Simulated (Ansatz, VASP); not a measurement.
**One calculation of CuI, two programs**

The input INCAR:

```
ALGO = Normal
EDIFF = 1E-6
ENCUT = 520
GGA = PE
ISIF = 2
ISMEAR = 0
LASPH = True
LCHARG = True
LELF = True
LREAL = False
LVHAR = True
LWAVE = False
NBANDS = 16
NELM = 80
PREC = Accurate
SIGMA = 0.05
```

File KPOINTS:

```
k-points
0
Gamma
  8 8 8
```

Contents of POSCAR:

```
CuI
1.0
    0.0000000000      3.2934362107      2.9191953649
    2.9191953649      0.0000000000      2.9191953649
    2.9191953649      3.2934362107      0.0000000000
Cu I
1 1
Direct
    0.7500000000      0.7500000000      0.7500000000
    0.0000000000      0.0000000000      0.0000000000
```

Input for Ansatz:

```yaml
crystal:
  lattice:
    - [0.0, 3.2934362107, 2.9191953649]
    - [2.9191953649, 0.0, 2.9191953649]
    - [2.9191953649, 3.2934362107, 0.0]
  atoms:
    - { symbol: Cu, position: [0.75, 0.75, 0.75] }
    - { symbol: I, position: [0.0, 0.0, 0.0] }
basis:
  ecutwfc: 520.0
kpoints:
  mp_grid: { grid: [8, 8, 8] }
hamiltonian:
  xc: pbe
scf:
  occupations: { method: gaussian, width: 0.05 }
output:
  forces: true
  stress: true
  eigenvalues: true
```

Alike in both runs: task single point; functional PBE; k mesh 8 × 8 × 8; occupations gaussian, width 0.05 eV; no spin polarisation.

|  | VASP | Ansatz |
| --- | --- | --- |
| version | VASP 6.6.1 | Ansatz 0.2.0 |
| potentials or method | VASP PAW PBE potentials, release 64 (Cu, I), cutoff 520 eV | scalar-relativistic, plane waves, PAW |
| valence electrons in the cell | 18 | 36 |

VASP gave:

- gap on the k mesh at the Fermi level (eV): 1.03
- least direct gap on the mesh (eV): 1.03
- pressure (GPa): -0.1
- traceless stress, the component that is largest in VASP (GPa): -1.67

Question: Which values does Ansatz return?

Answer: gap on the k mesh at the Fermi level (eV): 1.01; least direct gap on the mesh (eV): 1.01; pressure (GPa): -0.1; traceless stress, the component that is largest in VASP (GPa): -1.69.

The functional is the same, so the differences come from potentials, cutoffs and numerics. VASP's potentials hold 18 valence electrons a cell and Ansatz's 36, so a difference there can come from the potentials and not from the codes.

Spin-orbit coupling is off throughout.
